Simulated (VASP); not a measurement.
# AlIr (Pm-3m) in VASP: further runs, part 2 of 2

VASP 6.6.1.

## 3. Single point, LDA

INCAR

```
SYSTEM = AlIr
  PREC = Accurate
  ENCUT = 500
  EDIFF = 1E-6
  ISMEAR = 1
  SIGMA = 0.1
  LREAL = .False.
  LASPH = .True.
  NELM = 120
  ALGO = Normal
  ISIF = 2
  LWAVE = .False.
  LCHARG = .True.
  LELF = .True.
  LVHAR = .True.
  NBANDS = 13
  GGA_COMPAT = .False.
```

KPOINTS

```
regular mesh
0
Gamma
  11 11 11
  0 0 0
```

POSCAR

```
AlIr
1.0
    2.9945550000      0.0000000000      0.0000000000
    0.0000000000      2.9945550000      0.0000000000
    0.0000000000      0.0000000000      2.9945550000
Al Ir
1 1
Direct
    0.0000000000      0.0000000000      0.0000000000
    0.5000000000      0.5000000000      0.5000000000
```

Potentials or basis: VASP PAW LDA potentials, release 64 (Al, Ir).

Run with:

```sh
> cat potpaw_LDA.64/Al/POTCAR potpaw_LDA.64/Ir/POTCAR > POTCAR
> mpirun -np 1 vasp_std > vasp.out
```

OUTCAR:

```text
SYSTEM = AlIr
   PREC = Accurate
   ENCUT = 500
   EDIFF = 1E-6
   ISMEAR = 1
   LREAL = .False.
   LASPH = .True.
   NELM = 120
   ISIF = 2

 ion  position               nearest neighbor table
   1  0.000  0.000  0.000-   2 2.59   2 2.59   2 2.59   2 2.59   2 2.59   2 2.59   2 2.59   2 2.59

   2  0.500  0.500  0.500-   1 2.59   1 2.59   1 2.59   1 2.59   1 2.59   1 2.59   1 2.59   1 2.59

  LATTYP: Found a simple cubic cell.
 ALAT       =     2.9945550000

  Lattice vectors:

 A1 = (   2.9945550000,   0.0000000000,   0.0000000000)
 A2 = (   0.0000000000,   2.9945550000,   0.0000000000)
 A3 = (   0.0000000000,   0.0000000000,   2.9945550000)

Analysis of symmetry for initial positions (statically):
=====================================================================
 Subroutine PRICEL returns:
 Original cell was already a primitive cell.

 Routine SETGRP: Setting up the symmetry group for a
 simple cubic supercell.

 Subroutine GETGRP returns: Found 48 space group operations
 (whereof 48 operations were pure point group operations)
 out of a pool of 48 trial point group operations.

The static configuration has the point symmetry O_h .

Analysis of symmetry for dynamics (positions and initial velocities):
=====================================================================
 Subroutine PRICEL returns:
 Original cell was already a primitive cell.

 Routine SETGRP: Setting up the symmetry group for a
 simple cubic supercell.

 Subroutine GETGRP returns: Found 48 space group operations
 (whereof 48 operations were pure point group operations)
 out of a pool of 48 trial point group operations.

The dynamic configuration has the point symmetry O_h .

 Subroutine INISYM returns: Found 48 space group operations
 (whereof 48 operations are pure point group operations),
 and found     1 'primitive' translations

----------------------------------------------------------------------------------------

                                     Primitive cell
[... 115 lines left out ...]
   LORBIT       =      0    0 simple, 1 ext, 2 COOP (PROOUT), +10 PAW based schemes
   GGA     = CA    functional components
   LHFCALC =     F    Hartree Fock is set to
   AEXX    =    0.0000 exact exchange contribution
   IVDW    =     0    specifies the selected vdW correction
   LEPSILON=     F    determine dielectric tensor
   LRPA    =     F    only Hartree local field effects (RPA)
 non-spin polarized calculation
 Methfessel and Paxton  Order N= 1 SIGMA  =   0.10
  energy-cutoff  :      500.00
  volume of cell :       26.85
 maximum number of plane-waves:       703
 NGX is ok and might be reduce to    24
   NGX = 11   NGY = 11   NGZ = 11

 number of electron      12.0000000 magnetization

 Free energy of the ion-electron system (eV)
  ---------------------------------------------------
  ext. energy  EPLUGINS =         0.00000000
  ---------------------------------------------------
  free energy    TOTEN  =       -16.45187300 eV

  energy without entropy =      -16.45196141  energy(sigma->0) =      -16.45190247

 E-fermi :  10.6470     XC(G=0): -12.8022

 val. band max:       10.6019827041   @ k =   0.4545   0.4545   0.0909
 cond. band min:      10.8019209170   @ k =   0.4545   0.3636   0.0000
 fundamental gap:      0.1999382129
 Fermi energy:        10.6469644906

 k-point     1 :       0.0000    0.0000    0.0000
  band No.  band energies     occupation
      1      -1.5455      2.00000
      2       4.8454      2.00000
      3       4.8454      2.00000
      4       8.9067      2.00000
      5       8.9067      2.00000
      6       8.9068      2.00000
      7      14.9386      0.00000
      8      14.9386      0.00000
      9      14.9386      0.00000
     10      20.6272      0.00000
     11      20.6272      0.00000
     12      22.1100      0.00000
     13      29.1454      0.00000
[... 354 lines left out ...]
  band No.  band energies     occupation
      1       0.1802      2.00000
      2       5.1125      2.00000
      3       5.3942      2.00000
      4       7.4337      2.00000
      5       7.5070      2.00000
      6       8.6758      2.00000
      7      11.9849     -0.00000
      8      16.4256      0.00000
      9      16.5187      0.00000
     10      19.2799      0.00000
     11      22.7765      0.00000
     12      24.0253      0.00000
     13      25.4598      0.00000

 [... further k-points ...]
[... 5 lines left out ...]
  --------------------------------------------------------------------------------------
  -------------------------------------------------------------------------------------
  Total       -0.8745640     -0.8745640     -0.8745640      0.0000000      0.0000000      0.0000000
  in kB      -52.1801439    -52.1801439    -52.1801439      0.0000000      0.0000000      0.0000000
  external PRESSURE =     -52.1801439 kB  Pullay stress =       0.0000000 kB

 VOLUME and BASIS-vectors are now :
 -----------------------------------------------------------------------------
  energy-cutoff  :      500.00
  volume of cell :       26.85
      direct lattice vectors                 reciprocal lattice vectors
     2.994555000  0.000000000  0.000000000     0.333939433  0.000000000  0.000000000
     0.000000000  2.994555000  0.000000000     0.000000000  0.333939433  0.000000000
     0.000000000  0.000000000  2.994555000     0.000000000  0.000000000  0.333939433

 POSITION                                       TOTAL-FORCE (eV/Angst)
 -----------------------------------------------------------------------------------
      0.00000      0.00000      0.00000         0.000000      0.000000      0.000000
      1.49728      1.49728      1.49728         0.000000      0.000000      0.000000
 -----------------------------------------------------------------------------------
    total drift:                                0.000000     -0.000000     -0.000000

  FREE ENERGIE OF THE ION-ELECTRON SYSTEM (eV)
  ---------------------------------------------------
  free  energy   TOTEN  =       -16.4518729991 eV

  energy  without entropy=      -16.4519614083  energy(sigma->0) =      -16.45190247
```

OSZICAR:

```text
N       E                     dE             d eps       ncg     rms          rms(c)
DAV:   1     0.567139388686E+02    0.56714E+02   -0.50101E+03  1472   0.796E+02
DAV:   2    -0.149084937261E+02   -0.71622E+02   -0.62147E+02  1481   0.195E+02
DAV:   3    -0.171524527915E+02   -0.22440E+01   -0.22238E+01  1897   0.391E+01
DAV:   4    -0.171810429274E+02   -0.28590E-01   -0.28584E-01  1596   0.421E+00
DAV:   5    -0.171817876984E+02   -0.74477E-03   -0.74476E-03  1927   0.735E-01    0.137E+01
DAV:   6    -0.165432172097E+02    0.63857E+00   -0.28072E+00  1774   0.167E+01    0.278E+00
DAV:   7    -0.164796424304E+02    0.63575E-01   -0.10432E-01  1731   0.319E+00    0.206E+00
DAV:   8    -0.164522629948E+02    0.27379E-01   -0.15567E-02  1716   0.897E-01    0.236E-01
DAV:   9    -0.164518871763E+02    0.37582E-03   -0.74413E-04  1937   0.232E-01    0.102E-01
DAV:  10    -0.164518741553E+02    0.13021E-04   -0.60930E-05  1786   0.862E-02    0.720E-03
DAV:  11    -0.164518730776E+02    0.10777E-05   -0.29870E-06  1685   0.182E-02    0.372E-03
DAV:  12    -0.164518729991E+02    0.78477E-07   -0.14323E-07   938   0.248E-03
   1 F= -.16451873E+02 E0= -.16451902E+02  d E =0.884092E-04
```

It took 18 s on 1 thread of Intel Xeon 8259CL, shared host; peak memory 0.14 GiB.

What came out:

* Free energy: -16.4519 eV
* Pressure: -5.2 GPa
* Band gap on the k mesh: zero (band 6 reaches 11.80 eV, above the bottom of band 7 at 10.53 eV)

Levels at points of the mesh, in eV from the Fermi level:
```tsv
k point	band 3	band 4	band 5	band 6	band 7	band 8	band 9	band 10
(0.00, 0.00, 0.00)	-5.80	-1.74	-1.74	-1.74	4.29	4.29	4.29	9.98
```

Caveat: spin-orbit coupling is left out, which moves the levels of the heavy elements.
